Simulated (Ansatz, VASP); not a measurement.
**One calculation of RbAs2, two programs**

```
Rb As
1.0
    -3.47006    3.47006    4.91399
     3.47006   -3.47006    4.91399
     3.47006    3.47006   -4.91399
Rb As
2 4
Direct
  0.25000 0.25000 0.00000
  0.75000 0.75000 0.00000
  0.61243 0.11243 0.72486
  0.11243 0.38757 0.50000
  0.38757 0.88757 0.27514
  0.88757 0.61243 0.50000
```

Alike in both runs: functional PBE; k mesh 4 × 4 × 4; occupations gaussian, width 0.1 eV; no spin polarisation.

Ansatz relaxed the structure, and its values are those at the end. VASP's run is a single point on that final structure, the one shown.

```csv
,VASP,Ansatz
version,VASP 6.6.1,Ansatz 0.2.0
potentials or method,"VASP PAW PBE potentials, release 64 (Rb_sv, As), cutoff 520 eV","scalar-relativistic, plane waves, PAW"
valence electrons in the cell,38,78
```

|  | VASP | Ansatz | Ansatz less VASP |
| --- | --- | --- | --- |
| gap on the k mesh at the Fermi level (eV) | none | none | - |
| pressure (GPa) | 0.1 | 0.0 | -0.11 |
| rms of the force components (eV/Å) | 0.048 | 0.002 | -0.0465 |

A gap of «none» marks a metal or a gap that the smearing closes. The functional is the same, so the differences come from potentials, cutoffs and numerics. VASP's potentials hold 38 valence electrons a cell and Ansatz's 78, so a difference there can come from the potentials and not from the codes.
